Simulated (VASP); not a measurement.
# SnTe (F-43m) in VASP: a series of runs

SnTe is run at these levels: PBE; tasks: single point.

Everything below comes from runs of VASP 6.6.1. Logs are shortened: lines on timing, memory, paths and dates and some standing lists are left out, and cuts for length are marked.

## 1. The cell of the first run

The structure is cubic, space group F-43m (No. 216). The conventional cell has a = 7.222 Å, b = 7.222 Å, c = 7.222 Å, α = 90.00°, β = 90.00°, γ = 90.00°. Within 4.1 Å of Sn (site symmetry -43m) lie 4 Te at 3.13 Å. Within 4.1 Å of Te (site symmetry -43m) lie 4 Sn at 3.13 Å.

## 2. Single point, PBE

The input, INCAR:

```
ALGO     = Normal         # electronic algorithm
EDIFF    = 1E-6           # SCF threshold, eV
ENCUT    = 500            # plane-wave cutoff, eV
GGA      = PE             # functional
GGA_COMPAT= F            
ISIF     = 2              # what is computed and relaxed
ISMEAR   = 0              # smearing method
LASPH    = T              # aspherical terms in the spheres
LCHARG   = F              # write CHGCAR
LREAL    = F              # projectors in reciprocal space
LWAVE    = F              # write WAVECAR
NBANDS   = 17             # bands
NELM     = 120            # most SCF steps
PREC     = Accurate       # precision mode
SIGMA    = 0.01           # smearing width, eV
```

The input, KPOINTS:

```
k-points
0
Gamma
  6 6 6
```

The input, POSCAR:

```
SnTe
1.0
    0.0000000000      3.6111460000      3.6111460000
    3.6111460000      0.0000000000      3.6111460000
    3.6111460000      3.6111460000      0.0000000000
Sn Te
1 1
Direct
    0.0000000000      0.0000000000      0.0000000000
    0.7500000000      0.7500000000      0.7500000000
```

Potentials or basis: VASP PAW PBE potentials, release 64 (Sn_d, Te).

The run is started by

```sh
cat potpaw_PBE.64/Sn_d/POTCAR potpaw_PBE.64/Te/POTCAR > POTCAR
mpirun -np 1 vasp_std > vasp.out
```

OUTCAR:

```text
EDIFF = 1E-6
   ENCUT = 500
   GGA = PE
   ISIF = 2
   ISMEAR = 0
   LASPH = T
   LREAL = F
   NELM = 120
   PREC = Accurate

 ion  position               nearest neighbor table
   1  0.000  0.000  0.000-   2 3.13   2 3.13   2 3.13   2 3.13
   2  0.750  0.750  0.750-   1 3.13   1 3.13   1 3.13   1 3.13

  LATTYP: Found a face centered cubic cell.
 ALAT       =     7.2222920000

  Lattice vectors:

 A1 = (   0.0000000000,   3.6111460000,   3.6111460000)
 A2 = (   3.6111460000,   0.0000000000,   3.6111460000)
 A3 = (   3.6111460000,   3.6111460000,   0.0000000000)

Analysis of symmetry for initial positions (statically):
=====================================================================
 Subroutine PRICEL returns:
 Original cell was already a primitive cell.

 Routine SETGRP: Setting up the symmetry group for a
 face centered cubic supercell.

 Subroutine GETGRP returns: Found 24 space group operations
 (whereof 24 operations were pure point group operations)
 out of a pool of 48 trial point group operations.

The static configuration has the point symmetry T_d .

Analysis of symmetry for dynamics (positions and initial velocities):
=====================================================================
 Subroutine PRICEL returns:
 Original cell was already a primitive cell.

 Routine SETGRP: Setting up the symmetry group for a
 face centered cubic supercell.

 Subroutine GETGRP returns: Found 24 space group operations
 (whereof 24 operations were pure point group operations)
 out of a pool of 48 trial point group operations.

The dynamic configuration has the point symmetry T_d .

 Subroutine INISYM returns: Found 24 space group operations
 (whereof 24 operations are pure point group operations),
 and found     1 'primitive' translations

----------------------------------------------------------------------------------------

                                     Primitive cell

  volume of cell :      94.1814

  direct lattice vectors                    reciprocal lattice vectors
     0.000000000  3.611146000  3.611146000    -0.138460201  0.138460201  0.138460201
     3.611146000  0.000000000  3.611146000     0.138460201 -0.138460201  0.138460201
     3.611146000  3.611146000  0.000000000     0.138460201  0.138460201 -0.138460201

  length of vectors
     5.106931649  5.106931649  5.106931649     0.239820102  0.239820102  0.239820102

  position of ions in fractional coordinates (direct lattice)
     0.000000000  0.000000000  0.000000000
     0.750000000  0.750000000  0.750000000

  ion indices of the primitive-cell ions
   primitive index   ion index
                 1           1
                 2           2

----------------------------------------------------------------------------------------

 KPOINTS: k-points

Automatic generation of k-mesh.
 Grid dimensions read from file:
 generate k-points for:    6    6    6

 Generating k-lattice:

  Cartesian coordinates                     Fractional coordinates (reciprocal lattice)
    -0.023076700  0.023076700  0.023076700     0.166666667  0.000000000  0.000000000
     0.023076700 -0.023076700  0.023076700     0.000000000  0.166666667  0.000000000
     0.023076700  0.023076700 -0.023076700     0.000000000  0.000000000  0.166666667

  Length of vectors
     0.039970017  0.039970017  0.039970017

  Shift w.r.t. Gamma in fractional coordinates (k-lattice)
     0.000000000  0.000000000  0.000000000

 Subroutine IBZKPT returns following result:
 ===========================================

 Found     16 irreducible k-points:

 Following reciprocal coordinates:
            Coordinates               Weight
  0.000000  0.000000  0.000000      1.000000
  0.166667  0.000000  0.000000      8.000000
  0.333333  0.000000  0.000000      8.000000
  0.500000  0.000000  0.000000      4.000000
  0.166667  0.166667  0.000000      6.000000
  0.333333  0.166667  0.000000     24.000000
[... 8 lines left out ...]
 -0.333333  0.333333  0.166667     24.000000
 -0.333333  0.500000  0.166667     12.000000
   k-points           NKPTS =     16   k-points in BZ     NKDIM =     16   number of bands    NBANDS=     17
   number of dos      NEDOS =    301   number of ions     NIONS =      2
   total plane-waves  NPLWV =  64000
   dimension x,y,z NGX =    40 NGY =   40 NGZ =   40
   dimension x,y,z NGXF=    80 NGYF=   80 NGZF=   80
   ions per type =               1   1
   NGX,Y,Z   is equivalent  to a cutoff of  13.02, 13.02, 13.02 a.u.
   NGXF,Y,Z  is equivalent  to a cutoff of  26.04, 26.04, 26.04 a.u.
 SYSTEM =  unknown system
   PREC   = accura    normal or accurate (medium, high low for compatibility)
   ISTART =      0    job   : 0-new  1-cont  2-samecut
   ICHARG =      2    charge: 1-file 2-atom 10-const
   ISPIN  =      1    spin polarized calculation?
   LNONCOLLINEAR =      F non collinear calculations
   LSORBIT =      F    spin-orbit coupling
   LASPH  =      T    aspherical Exc in radial PAW
   ENCUT  =  500.0 eV  36.75 Ry    6.06 a.u.   9.31  9.31  9.31*2*pi/ulx,y,z
   NELM   =    120;   NELMIN=  2; NELMDL= -5     # of ELM steps
   EDIFF  = 0.1E-05   stopping-criterion for ELM
   LREAL  =      F    real-space projection
   EDIFFG = 0.1E-04   stopping-criterion for IOM
   NSW    =      0    number of steps for IOM
   IBRION =     -1    ionic relax: 0-MD 1-quasi-New 2-CG
   NFREE  =      0    steps in history (QN), initial steepest desc. (CG)
   ISIF   =      2    stress and relaxation
   ISYM   =      2    0-nonsym 1-usesym 2-fastsym
   POTIM  = 0.5000    time-step for ionic-motion
   TEBEG  =    0.0;   TEEND  =   0.0 temperature during run
   PSTRESS=    0.0 pullay stress
   NELECT =      20.0000    total number of electrons
   NUPDOWN=      -1.0000    fix difference up-down
   EMIN   =  10.00;   EMAX   =-10.00  energy-range for DOS
   EFERMI =   0.00;   METHOD = LEGACY
   ISMEAR =     0;   SIGMA  =   0.01  broadening in eV -4-tet -1-fermi 0-gaus
   EFERMI_NEDOS =   21; number of points for ismear=-14 and -15
   IALGO  =     38    algorithm
   IMIX   =      4    mixing-type and parameters
     AMIX     =   0.40;   BMIX     =  1.00
     AMIX_MAG =   1.60;   BMIX_MAG =  1.00
  volume/ion in A,a.u.               =      47.09       317.78
  Fermi-wavevector in a.u.,A,eV,Ry     =   0.976704  1.845704 12.979296  0.953951
  Thomas-Fermi vector in A             =   2.107344
   LORBIT       =      0    0 simple, 1 ext, 2 COOP (PROOUT), +10 PAW based schemes
   GGA     = PE    functional components
   LHFCALC =     F    Hartree Fock is set to
   AEXX    =    0.0000 exact exchange contribution
   IVDW    =     0    specifies the selected vdW correction
   LEPSILON=     F    determine dielectric tensor
   LRPA    =     F    only Hartree local field effects (RPA)
 non-spin polarized calculation
 Gauss-broadening in eV      SIGMA  =   0.01
  energy-cutoff  :      500.00
  volume of cell :       94.18
 maximum number of plane-waves:      2421
 NGX is ok and might be reduce to    40
   NGX = 19   NGY = 19   NGZ = 19

 number of electron      19.9999999 magnetization

 Free energy of the ion-electron system (eV)
  ---------------------------------------------------
  ext. energy  EPLUGINS =         0.00000000
  ---------------------------------------------------
  free energy    TOTEN  =        -7.06422138 eV

  energy without entropy =       -7.06422138  energy(sigma->0) =       -7.06422138

 E-fermi :   3.1602     XC(G=0):  -7.4436

 val. band max:        3.0219581807   @ k =  -0.3333   0.5000   0.1667
 cond. band min:       3.3005117518   @ k =   0.5000   0.5000   0.0000
 fundamental gap:      0.2785535711
 Fermi energy:         3.1602116064

 k-point     1 :       0.0000    0.0000    0.0000
  band No.  band energies     occupation
      1     -18.6282      2.00000
      2     -18.6282      2.00000
      3     -18.6282      2.00000
      4     -18.6196      2.00000
      5     -18.6196      2.00000
      6      -8.3451      2.00000
[... 9 lines left out ...]
     16       9.6176      0.00000
     17      10.7926      0.00000

 k-point     2 :       0.1667    0.0000    0.0000
  band No.  band energies     occupation
      1     -18.6285      2.00000
      2     -18.6278      2.00000
      3     -18.6278      2.00000
      4     -18.6196      2.00000
      5     -18.6195      2.00000
      6      -8.2304      2.00000
[... 9 lines left out ...]
     16       9.1189      0.00000
     17      10.3280      0.00000

 k-point     3 :       0.3333    0.0000    0.0000
  band No.  band energies     occupation
      1     -18.6291      2.00000
      2     -18.6272      2.00000
      3     -18.6272      2.00000
      4     -18.6195      2.00000
      5     -18.6195      2.00000
      6      -7.9643      2.00000
[... 9 lines left out ...]
     16       9.2580      0.00000
     17      10.5557      0.00000

 k-point     4 :       0.5000    0.0000    0.0000
  band No.  band energies     occupation
      1     -18.6295      2.00000
      2     -18.6269      2.00000
      3     -18.6269      2.00000
      4     -18.6194      2.00000
      5     -18.6194      2.00000
      6      -7.8053      2.00000
[... 9 lines left out ...]
     16      10.0817      0.00000
     17      10.0817      0.00000
[... 183 lines left out ...]
      1     -18.6301      2.00000
      2     -18.6266      2.00000
      3     -18.6262      2.00000
      4     -18.6199      2.00000
      5     -18.6192      2.00000
      6      -7.7619      2.00000
[... 9 lines left out ...]
     16      10.5147      0.00000
     17      11.5756      0.00000

 k-point    15 :      -0.3333    0.3333    0.1667
  band No.  band energies     occupation
      1     -18.6302      2.00000
      2     -18.6266      2.00000
      3     -18.6258      2.00000
      4     -18.6198      2.00000
      5     -18.6192      2.00000
      6      -7.6432      2.00000
[... 9 lines left out ...]
     16      10.3435      0.00000
     17      11.4173      0.00000

 k-point    16 :      -0.3333    0.5000    0.1667
  band No.  band energies     occupation
      1     -18.6308      2.00000
      2     -18.6262      2.00000
      3     -18.6254      2.00000
      4     -18.6200      2.00000
      5     -18.6190      2.00000
      6      -7.5835      2.00000
[... 9 lines left out ...]
     16      11.0513      0.00000
     17      11.1171      0.00000

------------------------ aborting loop because EDIFF is reached ----------------------------------------

  FORCE on cell =-STRESS in cart. coord.  units (eV):
  Direction    XX          YY          ZZ          XY          YZ          ZX
  --------------------------------------------------------------------------------------
  -------------------------------------------------------------------------------------
  Total       -0.0263374     -0.0263374     -0.0263374      0.0000000     -0.0000000     -0.0000000
  in kB       -0.4480422     -0.4480422     -0.4480422      0.0000000     -0.0000000     -0.0000000
  external PRESSURE =      -0.4480422 kB  Pullay stress =       0.0000000 kB

 VOLUME and BASIS-vectors are now :
 -----------------------------------------------------------------------------
  energy-cutoff  :      500.00
  volume of cell :       94.18
      direct lattice vectors                 reciprocal lattice vectors
     0.000000000  3.611146000  3.611146000    -0.138460201  0.138460201  0.138460201
     3.611146000  0.000000000  3.611146000     0.138460201 -0.138460201  0.138460201
     3.611146000  3.611146000  0.000000000     0.138460201  0.138460201 -0.138460201

 POSITION                                       TOTAL-FORCE (eV/Angst)
 -----------------------------------------------------------------------------------
      0.00000      0.00000      0.00000         0.000000     -0.000000      0.000000
      5.41672      5.41672      5.41672        -0.000000      0.000000     -0.000000
 -----------------------------------------------------------------------------------
    total drift:                                0.000000      0.000000      0.000000

  FREE ENERGIE OF THE ION-ELECTRON SYSTEM (eV)
  ---------------------------------------------------
  free  energy   TOTEN  =        -7.0642213799 eV

  energy  without entropy=       -7.0642213799  energy(sigma->0) =       -7.06422138
```

Wall time 15 s (1 thread of Intel Xeon 6975P-C (Granite Rapids), shared host); peak memory 0.24 GiB.

Results:

```
Free energy            : -7.0642 eV
Pressure               : 0.0 GPa
Band gap on the k mesh : 0.28 eV, indirect (least direct gap 0.80 eV)
```

Caveat: spin-orbit coupling is left out, which moves the levels of the heavy elements. A k mesh can miss the band edges.

## 3. Single point, PBE

This run uses another cell than the first one, of 48.35 Å³/atom, 1.027 times its volume.

The input, INCAR:

```
ALGO     = Normal         # electronic algorithm
EDIFF    = 1E-6           # SCF threshold, eV
ENCUT    = 500            # plane-wave cutoff, eV
GGA      = PE             # functional
GGA_COMPAT= False        
ISIF     = 2              # what is computed and relaxed
ISMEAR   = 0              # smearing method
LASPH    = True           # aspherical terms in the spheres
LCHARG   = False          # write CHGCAR
LREAL    = False          # projectors in reciprocal space
LWAVE    = False          # write WAVECAR
NBANDS   = 17             # bands
NELM     = 120            # most SCF steps
PREC     = Accurate       # precision mode
SIGMA    = 0.01           # smearing width, eV
```

KPOINTS is that of step 2.

The input, POSCAR:

```
SnTe
1.0
    0.0000000000      3.6429639038      3.6429639038
    3.6429639038      0.0000000000      3.6429639038
    3.6429639038      3.6429639038      0.0000000000
Sn Te
1 1
Direct
    0.0000000000      0.0000000000      0.0000000000
    0.7500000000      0.7500000000      0.7500000000
```

Potentials or basis: VASP PAW PBE potentials, release 64 (Sn_d, Te).

The run is started by

```sh
cat potpaw_PBE.64/Sn_d/POTCAR potpaw_PBE.64/Te/POTCAR > POTCAR
mpirun -np 1 vasp_std > vasp.out
```

Run time: 19 s. Hardware: 1 thread of Intel Xeon 6975P-C (Granite Rapids), shared host; peak memory 0.24 GiB.

The run converged. Its results:

```
Free energy            : -7.0589 eV
Pressure               : -0.7 GPa
Band gap on the k mesh : 0.34 eV, indirect (least direct gap 0.82 eV)
```

Levels at points of the mesh, in eV from the valence-band top:
| k point | band 7 | band 8 | band 9 | band 10 | band 11 | band 12 | band 13 | band 14 |
| --- | --- | --- | --- | --- | --- | --- | --- | --- |
| (0.00, 0.00, 0.00) | -5.08 | -1.69 | -1.69 | -1.69 | 1.20 | 1.20 | 1.20 | 4.31 |
| (0.50, 0.00, 0.00) | -6.76 | -2.21 | -2.21 | -1.83 | 1.99 | 1.99 | 3.48 | 5.86 |
| (0.50, 0.50, 0.00) | -7.11 | -2.84 | -2.84 | -0.48 | 0.34 | 3.96 | 3.96 | 5.57 |

Caveat: spin-orbit coupling is left out, which moves the levels of the heavy elements. A k mesh can miss the band edges.

## 4. Single point, PBE

This run uses another cell than the first one, of 49.60 Å³/atom, 1.053 times its volume.

The input, INCAR:

```
ALGO = Normal
EDIFF = 1E-6
ENCUT = 500
GGA = PE
GGA_COMPAT = F
ISIF = 2
ISMEAR = 0
LASPH = T
LCHARG = F
LREAL = F
LWAVE = F
NBANDS = 17
NELM = 120
PREC = Accurate
SIGMA = 0.01
```

KPOINTS is that of step 3.

The input, POSCAR:

```
SnTe
1.0
    0.0000000000      3.6742355098      3.6742355098
    3.6742355098      0.0000000000      3.6742355098
    3.6742355098      3.6742355098      0.0000000000
Sn Te
1 1
Direct
    0.0000000000      0.0000000000      0.0000000000
    0.7500000000      0.7500000000      0.7500000000
```

The run is started by

```sh
cat potpaw_PBE.64/Sn_d/POTCAR potpaw_PBE.64/Te/POTCAR > POTCAR
mpirun -np 1 vasp_std > vasp.out
```

Run time: 16 s. Hardware: 1 thread of Intel Xeon 6975P-C (Granite Rapids), shared host; peak memory 0.24 GiB.

Results (log left out):

* Free energy: -7.0445 eV
* Pressure: -1.2 GPa
* Band gap on the k mesh: 0.39 eV, indirect (least direct gap 0.85 eV)

Levels at points of the mesh, in eV from the valence-band top:
```tsv
k point	band 8	band 9	band 10	band 11	band 12	band 13
(0.00, 0.00, 0.00)	-1.62	-1.62	-1.62	1.23	1.23	1.23
(0.50, 0.00, 0.00)	-2.11	-2.11	-1.77	2.00	2.00	3.39
(0.50, 0.50, 0.00)	-2.72	-2.72	-0.45	0.39	3.88	3.88
```

Caveat: spin-orbit coupling is left out, which moves the levels of the heavy elements. A k mesh can miss the band edges.

(Continued in part 2 of 2.)
